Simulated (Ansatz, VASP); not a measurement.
Ti in VASP and in Ansatz

```
Ti
1.0
     4.56737    0.00000    0.00000
    -2.28369    3.95546    0.00000
     0.00000    0.00000    2.82624
Ti
3
Direct
  0.66667 0.33333 0.50000
  0.33333 0.66667 0.50000
  0.00000 0.00000 0.00000
```

Alike in both runs: task relaxation of cell and atoms; functional revPBE; dispersion D3(BJ); k mesh 7 × 7 × 9; occupations fermi-dirac, width 0.05 eV; no spin polarisation.

|  | VASP | Ansatz |
| --- | --- | --- |
| version | VASP 6.6.1 | Ansatz 0.2.0 |
| potentials or method | VASP PAW PBE potentials, release 64 (Ti_sv) | Ansatz PAW |
| plane-wave cutoff (eV) | 600 | 420 |
| valence electrons in the cell | 36 | 36 |

|  | VASP | Ansatz | Ansatz less VASP |
| --- | --- | --- | --- |
| gap on the k mesh at the Fermi level, each at its own relaxed structure (eV) | none | none | - |
| relaxed volume (Å³/atom) | 15.74 | 15.80 | +0.058 |
| relaxed cell length with the largest relative difference (Å) | 4.448 | 4.453 | +0.0055 |

VASP's potentials were made for PBE, not for revPBE. A gap of «none» marks a metal or a gap that the smearing closes.

Noted on Ansatz's run: the plane-wave basis is chosen anew once the cell has moved, so the energies of steps on either side of that aren't comparable.
